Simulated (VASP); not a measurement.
A run of VASP 6.6.1 is set up as follows.

Contents of INCAR:

```
ALGO = Normal ; EDIFF = 1E-6
ENCUT = 1000 ; GGA = PE
GGA_COMPAT = F ; ISIF = 2
ISMEAR = -1 ; IVDW = 12
LASPH = T ; LCHARG = F
LREAL = Auto ; LWAVE = F
NBANDS = 78 ; NELM = 120
PREC = Accurate ; SIGMA = 0.05
```

The input KPOINTS:

```
k-points
0
Gamma
  1 1 1
```

POSCAR

```
N
1.0
    8.8620950000      0.0000000000      0.0000000000
    0.0000000000      8.8620950000      0.0000000000
    0.0000000000      0.0000000000      8.8620950000
N
24
Direct
    0.2304421246      0.2972773368      0.2632108999
    0.2396160276      0.3807339010      0.1691022270
   -0.2099729240      1.0309074773      0.2636622604
   -0.2093523033      0.9182253181      0.2184923542
    0.8089396469      0.5399513320      0.4497694958
    0.6940232530      0.5266474801      0.4073528889
    0.0953386304      0.8203590686      0.4568558563
    0.1742815892      0.8975530052      0.5122152268
    0.7430522918      0.9236077925      0.8975868573
    0.7143006253      0.8062427677      0.8713515258
    0.4291536031      0.8720511346      0.2101083322
    0.3576693773      0.7728420876      0.2242133491
    0.6916310421      0.1783664021      0.7191866032
    0.7549907781      0.2839622008      0.7187578107
    0.9421474268      0.4430103717      1.0031600880
    0.8621663388      0.5387552266      0.9848799861
    0.5437766126      0.1940963170      0.0199388519
    0.5499602521      0.2179507216      0.1422688428
    0.5152957625     -0.1629524396      0.5545641296
    0.6075312892     -0.0934654842      0.5094393594
    0.4617982543      0.6063013317      0.8419679545
    0.4511799975      0.5491365191      0.7270741286
    0.1065210878      0.9492563553      0.9958141952
    0.1582921420      1.0421012187      1.0611260656
```

Potentials or basis: VASP PAW PBE potentials, release 64 (N_h).

The run is started by

```bash
$ cat potpaw_PBE.64/N_h/POTCAR > POTCAR
$ mpirun -np 1 vasp_gam > vasp.out
```

Task: Estimate the dispersion energy per atom.

Result: -0.044 eV.

Task: Predict the pressure.

Result: 0.5 GPa.

Task: What does it give for the largest force?

Result: 4.833 eV/Å.

Stress tensor (GPa, compression positive):
```
 0.97  0.73  0.07
 0.73  1.34  0.10
 0.07  0.10 -0.68
```

Caveat: the k points lie up to 0.71 Å⁻¹ apart.
